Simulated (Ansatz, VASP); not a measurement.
# GaN in VASP and in Ansatz

```
Ga N
1.0
     2.69555    0.00000    0.00000
     0.00000    2.69555    0.00000
     0.00000    0.00000    2.69555
Ga N
1 1
Direct
  0.00000 0.00000 0.00000
  0.50000 0.50000 0.50000
```

Alike in both runs: task single point; functional HSE06; k mesh 4 × 4 × 4; occupations methfessel-paxton of order 1, width 0.05 eV; no spin polarisation.

|  | VASP | Ansatz |
| --- | --- | --- |
| version | VASP 6.6.1 | Ansatz 0.2.0 |
| potentials or method | VASP PAW PBE potentials, release 64 (Ga_d, N) | plane waves |
| plane-wave cutoff (eV) | 520 | 420 |
| valence electrons in the cell | 18 | 18 |

```tsv
	VASP	Ansatz	Ansatz less VASP
pressure (GPa)	0.1	-0.6	-0.75
```

Ansatz's warnings: filled band counts differ across k points, stress exchange threshold loose, stress scf threshold loose.

The k mesh is coarse, so the values compare programs but aren't converged.
